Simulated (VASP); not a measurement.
Input of a VASP 6.6.1 run:

INCAR

```
SYSTEM = MnS
ALGO = Normal
EDIFF = 1E-7
ENCUT = 520
GGA = PS
ISIF = 2
ISMEAR = -1
ISPIN = 2
LASPH = .True.
LCHARG = .False.
LMAXMIX = 4
LORBIT = 11
LREAL = .False.
LWAVE = .False.
MAGMOM = 0.92 -2.76 0 0
NBANDS = 31
NELM = 150
PREC = Accurate
SIGMA = 0.05
```

The input KPOINTS:

```
k-points
0
Gamma
  8 8 4
  0 0 0
```

File POSCAR:

```
MnS
1.0
    3.9535769233      0.0000000000      0.0000000000
   -1.9767884617      3.4238980514      0.0000000000
    0.0000000000      0.0000000000      6.3425288600
Mn S
2 2
Direct
    0.6666666667      0.3333333333      0.4988446700
    0.3333333333      0.6666666667      0.9988446700
    0.3333333333      0.6666666667      0.6261543000
    0.6666666667      0.3333333333      0.1261543000
```

Potentials or basis: VASP PAW PBE potentials, release 64 (Mn_pv, S).

Command:

```console
$ cat potpaw_PBE.64/Mn_pv/POTCAR potpaw_PBE.64/S/POTCAR > POTCAR
$ mpirun -np 1 vasp_std > vasp.out
```

**Question.** What does it give for the site moments?

**Answer.** Mn +4.13, -4.13; S +0.03, -0.03 μB.

**Question.** What does it give for the band gap on the k mesh?

**Answer.** 0.77 eV (least direct gap 1.44 eV).

Stress tensor (GPa, compression positive):
```
-2.96  0.00  0.00
 0.00 -2.96  0.00
 0.00  0.00 -4.83
```

Caveat: the cell stands under tension; semilocal functionals underestimate gaps, and a narrow one can read as zero; the PAW data sets were made with another functional, which shifts forces and pressure a little. A k mesh can miss the band edges.
